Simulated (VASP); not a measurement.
# Cu: single point with PBE

Crystal: Cu.

```
Cu
1.0
    -1.35197    1.35197    1.64324
     1.35197   -1.35197    1.64324
     1.35197    1.35197   -1.64324
Cu
1
Direct
  0.00000 0.00000 0.00000
```

This cell differs from its parent crystal: ratio of the length along z to the lengths across it x 1.3, volume and fractional coordinates fixed.

```
Program                : VASP 6.6.1
Task                   : single point
Functional             : PBE
Potentials or basis    : VASP PAW PBE potentials, release 64 (Cu)
Cutoff                 : 520 eV
k mesh                 : 32 × 32 × 32
Occupations            : gaussian, width 0.15 eV
Spin                   : no spin polarisation
Dipole correction      : no
Further INCAR settings : ALGO = Normal; EDIFF = 1e-06; NBANDS = 12
```

The pressure is 0.3 GPa.

Stress tensor (GPa, compression positive):
```
-0.83  0.00  0.00
 0.00 -0.83  0.00
 0.00  0.00  2.55
```

Levels at points of the mesh, in eV from the Fermi level:
```csv
k point,band 4,band 5,band 6,band 7,band 8,band 9
"(0.00, 0.00, 0.00)",-2.56,-2.53,-1.95,22.90,24.98,24.98
"(0.50, 0.00, 0.00)",-1.80,-1.48,-0.88,3.77,19.30,19.56
"(0.50, 0.50, 0.00)",-1.72,-1.35,0.52,5.72,14.35,14.52
"(0.50, 0.50, 0.50)",-1.48,-1.48,3.94,9.80,10.69,10.69
```

Wall time 100 s on 1 thread of Intel(R) Xeon(R) 6975P-C (Granite Rapids), with other jobs on the host, peak memory 0.42 GiB.
